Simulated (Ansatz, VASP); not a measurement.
Ge in VASP and in Ansatz

File INCAR:

```
PREC = Accurate
ENCUT = 520
EDIFF = 1E-6
ISMEAR = 0
SIGMA = 0.15
LREAL = False
LASPH = True
NELM = 80
ALGO = Normal
ISIF = 2
LWAVE = False
LCHARG = False
GGA = PE
IVDW = 12
NBANDS = 13
```

Contents of KPOINTS:

```
regular mesh
0
Gamma
  20 20 20
```

File POSCAR:

```
Ge
1.0
    0.0000000000      2.0773769198      2.0983605250
    2.0773769198      0.0000000000      2.0983605250
    2.0773769198      2.0773769198      0.0000000000
Ge
1
Direct
    0.0000000000      0.0000000000      0.0000000000
```

Input for Ansatz:

```yaml
crystal:
  lattice:
    - [0.0, 2.0773769198, 2.098360525]
    - [2.0773769198, 0.0, 2.098360525]
    - [2.0773769198, 2.0773769198, 0.0]
  atoms:
    - { symbol: Ge, position: [0.0, 0.0, 0.0] }
basis:
  ecutwfc: 420
kpoints:
  mp_grid: { grid: [20, 20, 20] }
hamiltonian:
  xc: pbe
  dispersion: d3bj
scf:
  occupations: { method: gaussian, width: 0.15 }
output:
  forces: true
  stress: true
  eigenvalues: true
```

Change from the starting cell: strain -0.0100 x Voigt [1, 1, 0, 0, 0, 0], atoms carried along.

Alike in both runs: task single point; functional PBE; dispersion D3(BJ); k mesh 20 × 20 × 20; occupations gaussian, width 0.15 eV; no spin polarisation.

```csv
,VASP,Ansatz
version,VASP 6.6.1,Ansatz 0.2.0
potentials or method,"VASP PAW PBE potentials, release 64 (Ge_d), cutoff 520 eV","scalar-relativistic, plane waves, PAW"
valence electrons in the cell,14,14
```

```tsv
	VASP	Ansatz	Ansatz less VASP
gap on the k mesh at the Fermi level (eV)	none	none	-
pressure (GPa)	2.3	2.3	+0.07
traceless stress, the component that is largest in VASP (GPa)	0.07	0.07	-0.002
```

A gap of «none» marks a metal or a gap that the smearing closes.
